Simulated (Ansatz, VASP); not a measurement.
## One calculation of ScAl3, two programs

```
CELL_PARAMETERS angstrom
3.94112 0.00000 0.00000
0.00000 3.94112 0.00000
0.00000 0.00000 3.77690
ATOMIC_POSITIONS crystal
Sc 0.00000 0.00000 0.00000
Al 0.50000 0.00000 0.50000
Al 0.00000 0.50000 0.50000
Al 0.50000 0.50000 0.00000
```

Change from the starting cell: strain -0.040 along x and y, -0.080 along z, atoms carried along.

Alike in both runs: task single point; functional PBE; k mesh 12 × 12 × 12; occupations gaussian, width 0.15 eV; no spin polarisation.

```csv
,VASP,Ansatz
version,VASP 6.6.1,Ansatz 0.2.0
potentials or method,"VASP PAW PBE potentials, release 64 (Sc_sv, Al), cutoff 520 eV","scalar-relativistic, plane waves, PAW"
valence electrons in the cell,20,20
```

```csv
,VASP,Ansatz,Ansatz less VASP
gap on the k mesh at the Fermi level (eV),none,none,-
pressure (GPa),20.2,20.1,-0.10
"traceless stress, the component that is largest in VASP (GPa)",5.37,5.36,-0.008
```

A gap of «none» marks a metal or a gap that the smearing closes. With one functional, cell and mesh, what is left measures potentials, basis and numerics.
